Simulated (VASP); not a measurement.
# W: single point with PBE

W:

```
W
1.0
     0.00000    1.85841    1.85841
     1.85841    0.00000    1.85841
     1.85841    1.85841    0.00000
W
1
Direct
  0.00000 0.00000 0.00000
```

This cell differs from its parent crystal: volume scaled by 0.78.

| Property | Result |
| --- | --- |
| Program | VASP 6.6.1 |
| Task | single point |
| Functional | PBE |
| Potentials or basis | VASP PAW PBE potentials, release 64 (W_sv) |
| Cutoff | 520 eV |
| k mesh | 18 × 18 × 18 |
| Occupations | fermi-dirac, width 0.1 eV |
| Spin | no spin polarisation |
| Dipole correction | no |
| Further INCAR settings | ALGO = Normal; EDIFF = 1e-07; NBANDS = 13 |

```yaml
Pressure: 116.4 GPa
Band_gap_on_the_k_mesh: zero (band 7 reaches 19.17 eV, above the bottom of band 8 at 13.23 eV)
```

Levels at points of the mesh, in eV from the Fermi level:
```csv
k point,band 3,band 4,band 5,band 6,band 7,band 8,band 9,band 10,band 11,band 12
"(0.00, 0.00, 0.00)",-36.45,-36.45,-10.18,-0.98,-0.98,-0.98,3.42,3.42,12.98,19.51
"(0.50, 0.00, 0.00)",-36.78,-36.78,-7.08,-1.35,-1.35,1.76,6.96,6.96,12.75,14.55
"(0.50, 0.50, 0.00)",-37.35,-37.35,-7.50,-6.35,4.95,6.95,8.05,8.05,14.14,14.14
```

Run time: 25 s on 1 thread of Intel Xeon 6975P-C, with other jobs on the host, peak memory 0.15 GiB.

Caveat: spin-orbit coupling is left out, which moves the levels of the heavy elements.
